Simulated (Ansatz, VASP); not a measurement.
# WS2: VASP beside Ansatz

Contents of INCAR:

```
SYSTEM = WS2
PREC = Accurate
ENCUT = 520
EDIFF = 1E-6
ISMEAR = 0
SIGMA = 0.05
LREAL = .FALSE.
LASPH = .TRUE.
NELM = 80
ALGO = Normal
ISIF = 2
LWAVE = .FALSE.
LCHARG = .TRUE.
GGA = PS
LELF = .TRUE.
LVHAR = .TRUE.
NBANDS = 35
```

Contents of KPOINTS:

```
regular mesh
0
G
  10 6 10
  0 0 0
```

File POSCAR:

```
WS2
1.0
   -3.1476068045      0.0000000000      0.0000000000
    0.0000000000      5.4518149077      0.0000000000
    1.5738034023     -0.9086358179     -6.3704647422
W S
2 4
Direct
    0.5022931060      0.5008953931      0.0045862120
   -0.0002785650     -0.0002238795     -0.0005571300
    0.8590386154      0.6087146680      0.7180772308
    0.3970722904      0.1433223006      0.7941445808
    0.1049532089      0.7200798839      0.2099064178
    0.6430213443      0.1959116339      0.2860426886
```

Input for Ansatz:

```yaml
crystal:
  lattice:
    - [-3.1476068045, 0.0, 0.0]
    - [0.0, 5.4518149077, 0.0]
    - [1.5738034023, -0.9086358179, -6.3704647422]
  atoms:
    - { symbol: W, position: [0.502293106, 0.5008953931, 0.004586212] }
    - { symbol: W, position: [-0.000278565, -0.0002238795, -0.00055713] }
    - { symbol: S, position: [0.8590386154, 0.608714668, 0.7180772308] }
    - { symbol: S, position: [0.3970722904, 0.1433223006, 0.7941445808] }
    - { symbol: S, position: [0.1049532089, 0.7200798839, 0.2099064178] }
    - { symbol: S, position: [0.6430213443, 0.1959116339, 0.2860426886] }
basis:
  ecutwfc: 420
kpoints:
  mp_grid: { grid: [10, 6, 10] }
hamiltonian:
  xc: pbesol
scf:
  occupations: { method: gaussian, width: 0.05 }
output:
  forces: true
  stress: true
  eigenvalues: true
```

Change from the starting cell: mode 11 (346.3 1/cm) frozen in, largest displacement +0.263 Å.

Alike in both runs: task single point; functional PBEsol; k mesh 10 × 6 × 10; occupations gaussian, width 0.05 eV; no spin polarisation.

```csv
,VASP,Ansatz
version,VASP 6.6.1,Ansatz 0.2.0
potentials or method,"VASP PAW PBE potentials, release 64 (W_sv, S), cutoff 520 eV","scalar-relativistic, plane waves, PAW"
valence electrons in the cell,52,52
```

Ansatz gave:

- gap on the k mesh at the Fermi level (eV): 0.73
- least direct gap on the mesh (eV): 1.72
- pressure (GPa): 6.1
- traceless stress, the component that is largest in VASP (GPa): 3.19
- rms of the force components (eV/Å): 1.835

Question: Estimate VASP's values.

Answer: gap on the k mesh at the Fermi level (eV): 0.74; least direct gap on the mesh (eV): 1.72; pressure (GPa): 6.2; traceless stress, the component that is largest in VASP (GPa): 3.19; rms of the force components (eV/Å): 1.844.

VASP's potentials were made for PBE, not for PBEsol. Atom by atom the forces differ by 0.013 eV/Å (rms over components). The functional is the same, so the differences come from potentials, cutoffs and numerics.

Neither program's run includes spin-orbit coupling.
